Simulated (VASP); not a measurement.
Set up this calculation in VASP 6.6.1, as the native input.

| Item | Value |
| --- | --- |
| Task | single point |
| Functional | PBE |
| Potentials or basis | VASP PAW PBE potentials, release 64 (Zr_sv, S) |
| Cutoff | 520 eV |
| k mesh | 12 × 12 × 12 |
| Occupations | gaussian, width 0.15 eV |
| Spin | no spin polarisation |
| Dipole correction | no |
| Further INCAR settings | ALGO = Normal; EDIFF = 1e-06; NBANDS = 32 |

The structure of Zr3S2 lies in POSCAR:

```
Zr3S2
1.0
    2.7504512434      1.5879737658      3.3063555001
   -2.7504512434      1.5879737658      3.3063555001
    0.0000000000     -3.1759475315      3.3063555001
Zr S
3 2
Direct
    0.1621066357      0.8378933643      0.5000000000
    0.5000000000      0.1621066357      0.8378933643
    0.8378933643      0.5000000000      0.1621066357
    0.3347765468      0.3347765468      0.3347765468
    0.6652234532      0.6652234532      0.6652234532
```

This cell differs from its parent crystal: strain -0.050 along x and y, -0.050 along z.

One way to write it, as run:

INCAR

```
ALGO = Normal
EDIFF = 1E-6
ENCUT = 520
GGA = PE
ISIF = 2
ISMEAR = 0
LASPH = True
LCHARG = True
LELF = True
LREAL = False
LVHAR = True
LWAVE = False
NBANDS = 32
NELM = 100
PREC = Accurate
SIGMA = 0.15
```

KPOINTS

```
k-points
0
Gamma
  12 12 12
```

Potentials or basis: VASP PAW PBE potentials, release 64 (Zr_sv, S).

Run with:

```bash
$ cat potpaw_PBE.64/Zr_sv/POTCAR potpaw_PBE.64/S/POTCAR > POTCAR
$ mpirun -np 1 vasp_std > vasp.out
```

It gave:

```
Pressure               : 25.6 GPa
Largest force          : 0.546 eV/Å
Band gap on the k mesh : zero (band 24 reaches 11.08 eV, above the bottom of band 25 at 10.71 eV)
```

Caveat: the cell differs from its parent crystal (strain -0.050 along x and y, -0.050 along z).

Wall time 6 min on 1 thread of Intel(R) Xeon(R) Platinum 8488C (Sapphire Rapids), with other jobs on the host, peak memory 0.5 GiB.
